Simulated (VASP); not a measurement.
Wanted: the native input for a VASP 6.6.1 run.

```yaml
Task: single point
Functional: PBE
Potentials_or_basis: VASP PAW PBE potentials, release 64 (Ca_sv, Nd_3, Au), 4f in core
Cutoff: 500 eV
k_mesh: 4 × 4 × 4
Occupations: gaussian, width 0.2 eV
Spin: no spin polarisation
Dipole_correction: no
Further_INCAR_settings: ALGO = Normal; EDIFF = 1e-06; NBANDS = 35
```

The structure of CaNdAu3 lies in POSCAR:

```
CaNdAu3
1.0
    5.2251850384      0.0000000000      0.0000000000
    0.0000000000      5.2251850384      0.0000000000
    0.0000000000      0.0000000000      5.2251850384
Ca Nd Au
1 1 3
Direct
    0.5000000000      0.5000000000      0.5000000000
    0.0000000000      0.0000000000      0.0000000000
    0.5000000000      0.5000000000      0.0000000000
    0.0000000000      0.5000000000      0.5000000000
    0.5000000000      0.0000000000      0.5000000000
```

The cell was generated, and may not be a known phase.

The input as run:

INCAR

```
SYSTEM = CaNdAu3
ALGO     = Normal         ! electronic algorithm
EDIFF    = 1E-6           ! SCF threshold, eV
ENCUT    = 500            ! plane-wave cutoff, eV
GGA      = PE             ! functional
GGA_COMPAT= .FALSE.      
ISIF     = 2              ! what is computed and relaxed
ISMEAR   = 0              ! smearing method
LASPH    = .TRUE.         ! aspherical terms in the spheres
LCHARG   = .FALSE.        ! write CHGCAR
LMAXMIX  = 6              ! l up to which the mixer works
LREAL    = .FALSE.        ! projectors in reciprocal space
LWAVE    = .FALSE.        ! write WAVECAR
NBANDS   = 35             ! bands
NELM     = 200            ! most SCF steps
PREC     = Accurate       ! precision mode
SIGMA    = 0.2            ! smearing width, eV
```

KPOINTS

```
k-points
0
G
  4 4 4
  0 0 0
```

Potentials or basis: VASP PAW PBE potentials, release 64 (Ca_sv, Nd_3, Au), 4f in core.

Run with:

```bash
$ cat potpaw_PBE.64/Ca_sv/POTCAR potpaw_PBE.64/Nd_3/POTCAR potpaw_PBE.64/Au/POTCAR > POTCAR
$ mpirun -np 1 vasp_std > vasp.out
```

It gave:

```json
{
 "Pressure": "0.3 GPa",
 "Band gap on the k mesh": "zero (bands 27 and 28 overlap by 1.49 eV)"
}
```

Caveat: spin-orbit coupling is left out, which moves the levels of the heavy elements; the 4f electrons are frozen in the core, so they carry no moment and show no levels.

Wall time 22 s on 1 thread of Intel(R) Xeon(R) 6975P-C (Granite Rapids) (shared host), peak memory 0.26 GiB.
